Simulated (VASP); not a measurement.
# W (Im-3m) in VASP: further runs, part 2 of 2

VASP 6.6.1.

## 3. Single point, LDA (volume scaled by 0.94)

Input file INCAR:

```
SYSTEM = W
PREC = Accurate
ENCUT = 520
EDIFF = 1E-6
ISMEAR = -1
SIGMA = 0.1
LREAL = .False.
LASPH = .True.
NELM = 60
ALGO = Normal
ISIF = 2
LWAVE = .False.
LCHARG = .True.
GGA = CA
LELF = .True.
LVHAR = .True.
NBANDS = 13
```

Input file KPOINTS:

```
Automatic mesh
0
Gamma
  19 19 19
  0 0 0
```

Input file POSCAR:

```
W
1.0
   -1.5354396959      1.5354396959      1.5354396959
    1.5354396959     -1.5354396959      1.5354396959
    1.5354396959      1.5354396959     -1.5354396959
W
1
Direct
    0.0000000000      0.0000000000      0.0000000000
```

Potentials or basis: VASP PAW LDA potentials, release 64 (W_sv).

Launch:

```sh
$ cat potpaw_LDA.64/W_sv/POTCAR > POTCAR
$ mpirun -np 1 vasp_std > vasp.out
```

Run time: 16 s. Hardware: 1 thread of Intel Xeon Platinum 8488C (Sapphire Rapids), shared host; peak memory 0.15 GiB.

Results (log left out):

- Free energy: -14.0353 eV
- Pressure: 26.2 GPa
- Band gap on the k mesh: zero (band 7 reaches 18.14 eV, above the bottom of band 8 at 11.26 eV)

Levels at points of the mesh, in eV from the Fermi level:
```csv
k point,band 5,band 6,band 7,band 8,band 9,band 10
"(0.00, 0.00, 0.00)",-10.04,-1.44,-1.44,-1.44,2.40,2.40
```

Caveat: the cell differs from its parent crystal (volume scaled by 0.94); spin-orbit coupling is left out, which moves the levels of the heavy elements.

## 4. Single point, LDA

This run uses another cell than the first one, of 15.40 Å³/atom, 1.136 times its volume.

Input file INCAR:

```
ALGO = Normal
EDIFF = 1E-7
ENCUT = 520
ISIF = 2
ISMEAR = -1
LASPH = T
LCHARG = F
LREAL = F
LWAVE = F
NBANDS = 13
NELM = 80
PREC = Accurate
SIGMA = 0.1
```

Input file KPOINTS:

```
k-points
0
Gamma
  19 19 19
```

Input file POSCAR:

```
W
1.0
   -1.5674371882      1.5674371882      1.5674371882
    1.5674371882     -1.5674371882      1.5674371882
    1.5674371882      1.5674371882     -1.5674371882
W
1
Direct
    0.0000000000      0.0000000000      0.0000000000
```

Launch:

```sh
$ cat potpaw_LDA.64/W_sv/POTCAR > POTCAR
$ mpirun -np 1 vasp_std > vasp.out
```

Run time: 16 s. Hardware: 1 thread of Intel Xeon Platinum 8488C (Sapphire Rapids), shared host; peak memory 0.15 GiB.

Results (log left out):

| Item | Value |
| --- | --- |
| Free energy | -14.1136 eV |
| Pressure | 2.0 GPa |
| Band gap on the k mesh | zero (band 7 reaches 16.75 eV, above the bottom of band 8 at 10.43 eV) |

Levels at points of the mesh, in eV from the Fermi level:
```tsv
k point	band 5	band 6	band 7	band 8	band 9	band 10
(0.00, 0.00, 0.00)	-9.69	-1.30	-1.30	-1.30	2.27	2.27
```

Caveat: spin-orbit coupling is left out, which moves the levels of the heavy elements.

## 5. Relaxation of cell and atoms, LDA

This run uses another cell than the first one, of 15.73 Å³/atom, 1.160 times its volume.

Input file INCAR:

```
PREC = Accurate ; ENCUT = 600
EDIFF = 1E-7 ; ISMEAR = -1
SIGMA = 0.1 ; LREAL = F
LASPH = T ; NELM = 80
ALGO = Normal ; ISIF = 3
LWAVE = F ; LCHARG = F
GGA = CA ; IBRION = 2
NSW = 60 ; EDIFFG = -0.005
```

Input file KPOINTS:

```
Automatic mesh
0
Gamma
  19 19 19
```

Input file POSCAR:

```
W
1.0
   -1.5784212184      1.5784212184      1.5784212184
    1.5784212184     -1.5784212184      1.5784212184
    1.5784212184      1.5784212184     -1.5784212184
W
1
Direct
    0.0000000000      0.0000000000      0.0000000000
```

Potentials or basis: VASP PAW LDA potentials, release 64 (W_sv).

Launch:

```sh
$ cat potpaw_LDA.64/W_sv/POTCAR > POTCAR
$ mpirun -np 1 vasp_std > vasp.out
```

OUTCAR:

```text
PREC = Accurate
   ENCUT = 600
   EDIFF = 1E-7
   ISMEAR = -1
   LREAL = F
   LASPH = T
   NELM = 80
   ISIF = 3
   GGA = CA
   IBRION = 2
   NSW = 60
   EDIFFG = -0.005

 ion  position               nearest neighbor table
   1  0.000  0.000  0.000-

  LATTYP: Found a body centered cubic cell.
 ALAT       =     3.1568424368

  Lattice vectors:

 A1 = (  -1.5784212184,   1.5784212184,   1.5784212184)
 A2 = (   1.5784212184,  -1.5784212184,   1.5784212184)
 A3 = (   1.5784212184,   1.5784212184,  -1.5784212184)

Analysis of symmetry for initial positions (statically):
=====================================================================
 Subroutine PRICEL returns:
 Original cell was already a primitive cell.

[... 286 lines left out ...]
 cond. band min:      11.6590649089   @ k =  -0.2105   0.3158   0.1053
 fundamental gap:      0.0465108912
 Fermi energy:        11.6394978729

 k-point     1 :       0.0000    0.0000    0.0000
  band No.  band energies     occupation
      1     -62.0664      2.00000
      2     -25.8386      2.00000
      3     -25.8386      2.00000
      4     -25.8386      2.00000
      5       1.9829      2.00000
      6      10.3526      1.99999
      7      10.3526      1.99999
      8      10.3526      1.99999
      9      13.8925      0.00000
     10      13.8925      0.00000
     11      26.2761      0.00000
[... 309 lines left out ...]
 k-point    24 :       0.3158    0.1053    0.0000
  band No.  band energies     occupation
      1     -61.9329      2.00000
      2     -27.0186      2.00000
      3     -26.2584      2.00000
      4     -25.9023      2.00000
      5       5.6800      2.00000
      6       8.3376      2.00000
      7      10.1712      2.00000
      8      13.5292      0.00000
      9      14.7291      0.00000
     10      16.6548      0.00000
     11      24.4292      0.00000

 [... further k-points ...]
[... 5 lines left out ...]
  --------------------------------------------------------------------------------------
  -------------------------------------------------------------------------------------
  Total       -0.0017645     -0.0017645     -0.0017645     -0.0000000      0.0000000     -0.0000000
  in kB       -0.1824243     -0.1824243     -0.1824243     -0.0000000      0.0000000     -0.0000000
  external PRESSURE =      -0.1824243 kB  Pullay stress =       0.0000000 kB
[... 16 lines left out ...]
  FREE ENERGIE OF THE ION-ELECTRON SYSTEM (eV)
  ---------------------------------------------------
  free  energy   TOTEN  =       -14.1143877522 eV

  energy  without entropy=      -14.1004620159  energy(sigma->0) =      -14.10742488

 reached required accuracy - stopping structural energy minimisation
```

CONTCAR:

```text
W
   1.00000000000000
    -1.5705989117134085    1.5705989117134085    1.5705989117134085
     1.5705989117134085   -1.5705989117134085    1.5705989117134085
     1.5705989117134085    1.5705989117134085   -1.5705989117134085
  W
     1
Direct
     0.0000000000000000    1.0000000000000000    0.0000000000000000

  0.00000000E+00  0.00000000E+00  0.00000000E+00
```

Wall time 41 s (1 thread of Intel Xeon Platinum 8488C (Sapphire Rapids), shared host); peak memory 0.18 GiB.

Results:

| Item | Value |
| --- | --- |
| Free energy | -14.1144 eV |
| Relaxed volume | 15.50 Å³/atom |
| Relaxed cell | a = 2.720 Å, b = 2.720 Å, c = 2.720 Å, α = 109.47°, β = 109.47°, γ = 109.47° |
| Space group after relaxing (to 0.05 Å) | Im-3m (No. 229) |
| Energy gained by relaxing | 3.6 meV/atom |
| Ionic steps | 4 |
| Pressure after relaxing | 0.0 GPa |
| Band gap on the k mesh | zero (band 7 reaches 16.62 eV, above the bottom of band 8 at 10.35 eV) |

Step by step:
```csv
step,energy change (eV),largest force (eV/Å),pressure (GPa),volume (Å³)
1,0.0000,0.0000,-4.86,15.73
2,0.0474,0.0000,20.70,14.67
3,-0.0036,0.0000,-0.13,15.50
4,-0.0036,0.0000,-0.02,15.50
```

Final structure:
```
CELL_PARAMETERS angstrom
-1.57060 1.57060 1.57060
1.57060 -1.57060 1.57060
1.57060 1.57060 -1.57060
ATOMIC_POSITIONS crystal
W 0.00000 0.00000 0.00000
```

Levels at points of the mesh, in eV from the Fermi level:
```csv
k point,band 3,band 4,band 5,band 6,band 7,band 8,band 9,band 10,band 11
"(0.00, 0.00, 0.00)",-37.48,-37.48,-9.66,-1.29,-1.29,-1.29,2.25,2.25,14.64
```

Caveat: spin-orbit coupling is left out, which moves the levels of the heavy elements.

## 6. Summary

```csv
task,cell,cutoff (eV),gap on the mesh (eV),pressure (GPa)
single point,"a = 2.602 Å, angles 109.5°, 1 atom",520,none,59.3
single point,"a = 2.659 Å, angles 109.5°, 1 atom",520,none,26.2
single point,"a = 2.715 Å, angles 109.5°, 1 atom",520,none,2.0
relaxation of cell and atoms,"relaxed from a = 2.734 Å, angles 109.5°, 1 atom",600,none,0.0
```

Alike in all rows: level LDA; potentials or basis VASP PAW LDA potentials, release 64 (W_sv); no spin polarisation; k mesh 19 × 19 × 19; smearing fermi-dirac 0.1 eV.

Caveats: spin-orbit coupling is left out, which moves the levels of the heavy elements.

Total energies depend on the potentials used, so only differences within one code and one set of settings carry meaning.
